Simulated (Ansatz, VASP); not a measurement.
# BP in VASP and in Ansatz

```xyz
2
Lattice="2.6026 0.0000 0.0000 0.0000 2.6026 0.0000 0.0000 0.0000 2.6026" Properties=species:S:1:pos:R:3 pbc="T T T"
B     0.0000    0.0000    0.0000
P     1.3013    1.3013    1.3013
```

Change from the starting cell: volume scaled by 0.88, PAW files.

Alike in both runs: task single point; functional PBE; k mesh 15 × 15 × 15; occupations fermi-dirac, width 0.1 eV; no spin polarisation.

|  | VASP | Ansatz |
| --- | --- | --- |
| version | VASP 6.6.1 | Ansatz 0.2.0 |
| potentials or method | VASP PAW PBE potentials, release 64 (B, P) | PAW with Ansatz's default frozen-core files, scalar-relativistic |
| plane-wave cutoff (eV) | 520 | 420 |
| valence electrons in the cell | 8 | 8 |

Ansatz gave:

| Property | Result |
| --- | --- |
| pressure (GPa) | 21.9 |

Q: Estimate VASP's values.

A: Pressure (GPa): 21.5.
